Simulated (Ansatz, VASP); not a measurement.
**One calculation of ZrSi2, two programs**

The input INCAR:

```
PREC     = Accurate       # precision mode
ENCUT    = 520            # plane-wave cutoff, eV
EDIFF    = 1E-7           # SCF threshold, eV
ISMEAR   = 0              # smearing method
SIGMA    = 0.05           # smearing width, eV
LREAL    = F              # projectors in reciprocal space
LASPH    = T              # aspherical terms in the spheres
NELM     = 100            # most SCF steps
ALGO     = Normal         # electronic algorithm
ISIF     = 2              # what is computed and relaxed
LWAVE    = F              # write WAVECAR
LCHARG   = F              # write CHGCAR
GGA      = PE             # functional
NBANDS   = 17             # bands
```

The input KPOINTS:

```
Automatic mesh
0
Gamma
  14 14 14
```

File POSCAR:

```
ZrSi2
1.0
   -1.6259925918      1.6274612250      4.6211899521
    1.6755856381     -1.5779486265      4.6212187937
    1.6716553001      1.6236113348     -4.6034390185
Zr Si
1 2
Direct
   -0.0061457298     -0.0490163607     -0.0206193690
    0.3092350693      0.3412590300      0.0148058890
    0.6969106605      0.7077573307      0.0058134800
```

Input for Ansatz:

```yaml
crystal:
  lattice:
    - [-1.6259925918, 1.627461225, 4.6211899521]
    - [1.6755856381, -1.5779486265, 4.6212187937]
    - [1.6716553001, 1.6236113348, -4.6034390185]
  atoms:
    - { symbol: Zr, position: [-0.0061457298, -0.0490163607, -0.020619369] }
    - { symbol: Si, position: [0.3092350693, 0.34125903, 0.014805889] }
    - { symbol: Si, position: [0.6969106605, 0.7077573307, 0.00581348] }
basis:
  ecutwfc: 420
  ecutrho_ratio: 4
kpoints:
  mp_grid: { grid: [14, 14, 14] }
hamiltonian:
  xc: pbe
scf:
  occupations: { method: gaussian, width: 0.05 }
output:
  forces: true
  stress: true
  eigenvalues: true
```

Change from the starting cell: all atoms moved at random (sigma 0.1 Å), cell strained at random (1 %).

Alike in both runs: task single point; functional PBE; k mesh 14 × 14 × 14; occupations gaussian, width 0.05 eV; no spin polarisation.

|  | VASP | Ansatz |
| --- | --- | --- |
| version | VASP 6.6.1 | Ansatz 0.2.0 |
| potentials or method | VASP PAW PBE potentials, release 64 (Zr_sv, Si), cutoff 520 eV | scalar-relativistic, plane waves, PAW |
| valence electrons in the cell | 20 | 20 |

```tsv
	VASP	Ansatz	Ansatz less VASP
gap on the k mesh at the Fermi level (eV)	none	none	-
pressure (GPa)	2.3	2.2	-0.03
traceless stress, the component that is largest in VASP (GPa)	-1.94	-1.93	+0.003
rms of the force components (eV/Å)	1.064	1.061	-0.0025
```

Atom by atom the forces differ by 0.003 eV/Å (rms over components). A gap of «none» marks a metal or a gap that the smearing closes. With one functional, cell and mesh, what is left measures potentials, basis and numerics.
